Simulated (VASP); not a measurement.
# C (P1) in VASP: single point with PBE

Aim: the single point of C with PBE.

Program: VASP 6.6.1. These are calculated values, not measurements. Logs are shortened: lines on timing, memory, paths and dates and some standing lists are left out, and cuts for length are marked.

**1. The cell of the first run**

The typed cell holds 8 atoms: a = 3.649 Å, b = 3.550 Å, c = 3.953 Å, α = 89.81°, β = 94.78°, γ = 84.73°.

**2. Single point, PBE (atoms moved at random and the cell strained at random)**

The input, INCAR:

```
SYSTEM = C
  PREC = Accurate
  ENCUT = 520
  EDIFF = 1E-7
  ISMEAR = 0
  SIGMA = 0.05
  LREAL = .False.
  LASPH = .True.
  NELM = 60
  ALGO = Normal
  ISIF = 2
  LWAVE = .False.
  LCHARG = .False.
  GGA = PE
  NBANDS = 26
```

The input, KPOINTS:

```
regular mesh
0
Gamma
  6 6 6
  0 0 0
```

The input, POSCAR:

```
C
1.0
    3.6418709200     -0.1657841204      0.1585434033
    0.1657841204     -3.5465998566     -0.0098114273
   -0.1585434033     -0.0098114273     -3.9501223390
C
8
Direct
    0.5106640108      0.0437665461     -0.0478171597
    0.0275016855      0.4268885719     -0.0677547741
   -0.0294658729     -0.0543378602      0.4626503962
    0.4519358441      0.4594641218      0.6011039610
    0.6591140978      0.7959583979      0.7777240815
    0.1855604335      0.2628009845      0.6673184949
    0.3316317912      0.7819591342      0.3025031790
    0.8630580100      0.2835001039      0.3042718211
```

Potentials or basis: VASP PAW PBE potentials, release 64 (C).

Started as:

```bash
$ cat potpaw_PBE.64/C/POTCAR > POTCAR
$ mpirun -np 1 vasp_std > vasp.out
```

OUTCAR:

```text
SYSTEM = C
   PREC = Accurate
   ENCUT = 520
   EDIFF = 1E-7
   ISMEAR = 0
   LREAL = .False.
   LASPH = .True.
   NELM = 60
   ISIF = 2
   GGA = PE

 ion  position               nearest neighbor table
   1  0.511  0.044  0.952-   5 1.23   6 1.70   7 1.86   4 2.01   8 2.06
   2  0.028  0.427  0.932-   6 1.35   8 1.73   5 1.85
   3  0.971  0.946  0.463-   8 1.36   7 1.57   6 1.61   5 1.86
   4  0.452  0.459  0.601-   6 1.29   5 1.60   7 1.65   1 2.01   8 2.04
   5  0.659  0.796  0.778-   1 1.23   4 1.60   2 1.85   3 1.86
   6  0.186  0.263  0.667-   4 1.29   2 1.35   3 1.61   1 1.70   8 1.78
   7  0.332  0.782  0.303-   3 1.57   4 1.65   1 1.86
   8  0.863  0.284  0.304-   3 1.36   2 1.73   6 1.78   4 2.04   1 2.06

  LATTYP: Found a triclinic cell.
 ALAT       =     4.8519519608
 B/A-ratio  =     0.7520866158
 C/A-ratio  =     1.0969847225
 COS(alpha) =     0.0006103851
 COS(beta)  =     0.4904268413
 COS(gamma) =     0.6848646276

  Lattice vectors:

 A1 = (  -3.4760867996,  -3.3808157362,  -0.1683548306)
 A2 = (  -3.6418709200,   0.1657841204,  -0.1585434033)
 A3 = (   0.0072407171,  -3.5564112839,  -3.9599337663)

Analysis of symmetry for initial positions (statically):
=====================================================================
 Subroutine PRICEL returns:
 Original cell was already a primitive cell.

 Routine SETGRP: Setting up the symmetry group for a
 triclinic supercell.

 Subroutine GETGRP returns: Found  1 space group operations
 (whereof  1 operations were pure point group operations)
 out of a pool of  2 trial point group operations.

The static configuration has the point symmetry C_1 .

Analysis of symmetry for dynamics (positions and initial velocities):
=====================================================================
 Subroutine PRICEL returns:
 Original cell was already a primitive cell.

 Routine SETGRP: Setting up the symmetry group for a
 triclinic supercell.

 Subroutine GETGRP returns: Found  1 space group operations
 (whereof  1 operations were pure point group operations)
 out of a pool of  2 trial point group operations.

The dynamic configuration has the point symmetry C_1 .

 Subroutine INISYM returns: Found  1 space group operations
 (whereof  1 operations are pure point group operations),
 and found     1 'primitive' translations

----------------------------------------------------------------------------------------

                                     Primitive cell

  volume of cell :      50.8222

  direct lattice vectors                    reciprocal lattice vectors
     3.641870920 -0.165784120  0.158543403     0.275655145  0.012916064 -0.011095866
     0.165784120 -3.546599857 -0.009811427    -0.012916064 -0.282567330  0.001220252
    -0.158543403 -0.009811427 -3.950122339     0.011095866  0.001220252 -0.253605094

  length of vectors
     3.649088130  3.550486049  3.953314909     0.276180560  0.282865002  0.253850647

  position of ions in fractional coordinates (direct lattice)
     0.510664011  0.043766546  0.952182840
     0.027501685  0.426888572  0.932245226
     0.970534127  0.945662140  0.462650396
     0.451935844  0.459464122  0.601103961
     0.659114098  0.795958398  0.777724081
     0.185560434  0.262800984  0.667318495
     0.331631791  0.781959134  0.302503179
     0.863058010  0.283500104  0.304271821

  ion indices of the primitive-cell ions
   primitive index   ion index
                 1           1
                 2           2
                 3           3
                 4           4
                 5           5
                 6           6
                 7           7
                 8           8

----------------------------------------------------------------------------------------

 KPOINTS: regular mesh

Automatic generation of k-mesh.
 Grid dimensions read from file:
 generate k-points for:    6    6    6

 Generating k-lattice:

  Cartesian coordinates                     Fractional coordinates (reciprocal lattice)
     0.045942524  0.002152677 -0.001849311     0.166666667  0.000000000  0.000000000
    -0.002152677 -0.047094555  0.000203375     0.000000000  0.166666667  0.000000000
     0.001849311  0.000203375 -0.042267516     0.000000000  0.000000000  0.166666667

  Length of vectors
     0.046030093  0.047144167  0.042308441

  Shift w.r.t. Gamma in fractional coordinates (k-lattice)
     0.000000000  0.000000000  0.000000000

 Subroutine IBZKPT returns following result:
 ===========================================

 Found    112 irreducible k-points:

 Following reciprocal coordinates:
            Coordinates               Weight
  0.000000  0.000000  0.000000      1.000000
  0.166667  0.000000 -0.000000      2.000000
  0.333333  0.000000  0.000000      2.000000
  0.500000  0.000000 -0.000000      1.000000
  0.000000  0.166667  0.000000      2.000000
  0.166667  0.166667 -0.000000      2.000000
[... 16 lines left out ...]
  0.333333  0.000000  0.166667      2.000000
  0.500000  0.000000  0.166667      2.000000
 [... further k-points ...]
   k-points           NKPTS =    112   k-points in BZ     NKDIM =    112   number of bands    NBANDS=     26
   number of dos      NEDOS =    301   number of ions     NIONS =      8
   total plane-waves  NPLWV =  23520
   dimension x,y,z NGX =    28 NGY =   28 NGZ =   30
   dimension x,y,z NGXF=    56 NGYF=   56 NGZF=   60
   ions per type =               8
   NGX,Y,Z   is equivalent  to a cutoff of  12.76, 13.11, 12.62 a.u.
   NGXF,Y,Z  is equivalent  to a cutoff of  25.51, 26.22, 25.23 a.u.
 SYSTEM =  C
   PREC   = accura    normal or accurate (medium, high low for compatibility)
   ISTART =      0    job   : 0-new  1-cont  2-samecut
   ICHARG =      2    charge: 1-file 2-atom 10-const
   ISPIN  =      1    spin polarized calculation?
   LNONCOLLINEAR =      F non collinear calculations
   LSORBIT =      F    spin-orbit coupling
   LASPH  =      T    aspherical Exc in radial PAW
   ENCUT  =  520.0 eV  38.22 Ry    6.18 a.u.   6.78  6.60  7.35*2*pi/ulx,y,z
   NELM   =     60;   NELMIN=  2; NELMDL= -5     # of ELM steps
   EDIFF  = 0.1E-06   stopping-criterion for ELM
   LREAL  =      F    real-space projection
   EDIFFG = 0.1E-05   stopping-criterion for IOM
   NSW    =      0    number of steps for IOM
   IBRION =     -1    ionic relax: 0-MD 1-quasi-New 2-CG
   NFREE  =      0    steps in history (QN), initial steepest desc. (CG)
   ISIF   =      2    stress and relaxation
   ISYM   =      2    0-nonsym 1-usesym 2-fastsym
   POTIM  = 0.5000    time-step for ionic-motion
   TEBEG  =    0.0;   TEEND  =   0.0 temperature during run
   PSTRESS=    0.0 pullay stress
   NELECT =      32.0000    total number of electrons
   NUPDOWN=      -1.0000    fix difference up-down
   EMIN   =  10.00;   EMAX   =-10.00  energy-range for DOS
   EFERMI =   0.00;   METHOD = LEGACY
   ISMEAR =     0;   SIGMA  =   0.05  broadening in eV -4-tet -1-fermi 0-gaus
   EFERMI_NEDOS =   21; number of points for ismear=-14 and -15
   IALGO  =     38    algorithm
   IMIX   =      4    mixing-type and parameters
     AMIX     =   0.40;   BMIX     =  1.00
     AMIX_MAG =   1.60;   BMIX_MAG =  1.00
  volume/ion in A,a.u.               =       6.35        42.87
  Fermi-wavevector in a.u.,A,eV,Ry     =   1.403159  2.651586 26.787908  1.968856
  Thomas-Fermi vector in A             =   2.525849
   LORBIT       =      0    0 simple, 1 ext, 2 COOP (PROOUT), +10 PAW based schemes
   GGA     = PE    functional components
   LHFCALC =     F    Hartree Fock is set to
   AEXX    =    0.0000 exact exchange contribution
   IVDW    =     0    specifies the selected vdW correction
   LEPSILON=     F    determine dielectric tensor
   LRPA    =     F    only Hartree local field effects (RPA)
 non-spin polarized calculation
 Gauss-broadening in eV      SIGMA  =   0.05
  energy-cutoff  :      520.00
  volume of cell :       50.82
 maximum number of plane-waves:      1384
   NGX = 13   NGY = 13   NGZ = 15

 number of electron      32.0000000 magnetization

 Free energy of the ion-electron system (eV)
  ---------------------------------------------------
  ext. energy  EPLUGINS =         0.00000000
  ---------------------------------------------------
  free energy    TOTEN  =       -54.05216230 eV

  energy without entropy =      -54.05029833  energy(sigma->0) =      -54.05123031

 E-fermi :   8.7928     XC(G=0): -12.7813

 val. band max:        8.7857819292   @ k =   0.0000   0.0000   0.0000
 cond. band min:       8.7943671932   @ k =   0.3333   0.1667   0.5000
 fundamental gap:      0.0085852640
 Fermi energy:         8.7928348570

 k-point     1 :       0.0000    0.0000    0.0000
  band No.  band energies     occupation
      1     -13.1994      2.00000
      2      -7.5319      2.00000
      3      -6.6729      2.00000
      4      -4.9307      2.00000
      5      -3.6639      2.00000
      6      -2.7722      2.00000
[... 18 lines left out ...]
     25      16.2602      0.00000
     26      19.1453      0.00000

 k-point     2 :       0.1667    0.0000   -0.0000
  band No.  band energies     occupation
      1     -12.9925      2.00000
      2      -8.1500      2.00000
      3      -6.5945      2.00000
      4      -5.0340      2.00000
      5      -3.4575      2.00000
      6      -2.6067      2.00000
[... 18 lines left out ...]
     25      16.7556      0.00000
     26      18.9826      0.00000

 k-point     3 :       0.3333    0.0000    0.0000
  band No.  band energies     occupation
      1     -12.4230      2.00000
      2      -9.4231      2.00000
      3      -6.4000      2.00000
      4      -4.9935      2.00000
      5      -3.1769      2.00000
      6      -1.9905      2.00000
[... 572 lines left out ...]
 k-point    23 :       0.3333    0.0000    0.1667
  band No.  band energies     occupation
      1     -12.2514      2.00000
      2      -9.5048      2.00000
      3      -6.7654      2.00000
      4      -5.3895      2.00000
      5      -2.9257      2.00000
      6      -1.6889      2.00000
[... 18 lines left out ...]
     25      17.8704      0.00000
     26      18.2519      0.00000

 k-point    24 :       0.5000    0.0000    0.1667
  band No.  band energies     occupation
      1     -11.8321      2.00000
      2     -10.0660      2.00000
      3      -6.6829      2.00000
      4      -5.4274      2.00000
      5      -2.9933      2.00000
      6      -1.4871      2.00000
[... 18 lines left out ...]
     25      17.7817      0.00000
     26      18.4636      0.00000

 [... further k-points ...]
[... 5 lines left out ...]
  --------------------------------------------------------------------------------------
  -------------------------------------------------------------------------------------
  Total       12.7819907     17.6604117     -2.2464774      8.6002220      7.7704052     -3.3069661
  in kB      402.9539594    556.7468324    -70.8204977    271.1231438    244.9630602   -104.2525465
  external PRESSURE =     296.2934314 kB  Pullay stress =       0.0000000 kB

 VOLUME and BASIS-vectors are now :
 -----------------------------------------------------------------------------
  energy-cutoff  :      520.00
  volume of cell :       50.82
      direct lattice vectors                 reciprocal lattice vectors
     3.641870920 -0.165784120  0.158543403     0.275655145  0.012916064 -0.011095866
     0.165784120 -3.546599857 -0.009811427    -0.012916064 -0.282567330  0.001220252
    -0.158543403 -0.009811427 -3.950122339     0.011095866  0.001220252 -0.253605094

 POSITION                                       TOTAL-FORCE (eV/Angst)
 -----------------------------------------------------------------------------------
      1.71607     -0.24922     -3.68071        -4.766337     -4.369141     -9.039855
      0.02313     -1.52771     -3.68231        -4.712296     -5.960036     -9.307038
      3.61799     -3.51932     -1.68293         3.672189      0.599832     -0.225092
      1.62676     -1.71036     -2.30729         9.065606     -9.708364      8.733111
      2.40906     -2.93985     -2.97542         8.367114     11.846263      6.473726
      0.61356     -0.96936     -2.60915        -3.329026      5.984406     -3.376435
      1.28944     -2.83124     -1.15002        -4.158469      2.736635      1.467211
      3.14191     -1.15153     -1.06786        -4.138781     -1.129595      5.274372
 -----------------------------------------------------------------------------------
    total drift:                                0.000144     -0.000226     -0.000110

  FREE ENERGIE OF THE ION-ELECTRON SYSTEM (eV)
  ---------------------------------------------------
  free  energy   TOTEN  =       -54.0521622996 eV

  energy  without entropy=      -54.0502983280  energy(sigma->0) =      -54.05123031
```

Wall time 56 s (1 thread of Intel Xeon 6975P-C (Granite Rapids), shared host); peak memory 0.22 GiB.

Results:

* Free energy: -54.0522 eV
* Pressure: 29.6 GPa
* Largest force: 15.897 eV/Å
* Band gap on the k mesh: zero (band 16 reaches 9.09 eV, above the bottom of band 17 at 8.32 eV)

Forces in eV/Å, atoms in the order of the input:
```
C   -4.766 -4.369 -9.040
C   -4.712 -5.960 -9.307
C    3.672  0.600 -0.225
C    9.066 -9.708  8.733
C    8.367 11.846  6.474
C   -3.329  5.984 -3.376
C   -4.158  2.737  1.467
C   -4.139 -1.130  5.274
```

Stress tensor (GPa, compression positive):
```
 40.30  27.11 -10.43
 27.11  55.67  24.50
-10.43  24.50  -7.08
```

Caveat: the cell differs from its parent crystal (atoms moved at random and the cell strained at random); forces of over 1 eV/Å act on the atoms, so gaps and moduli don't describe the material at rest.
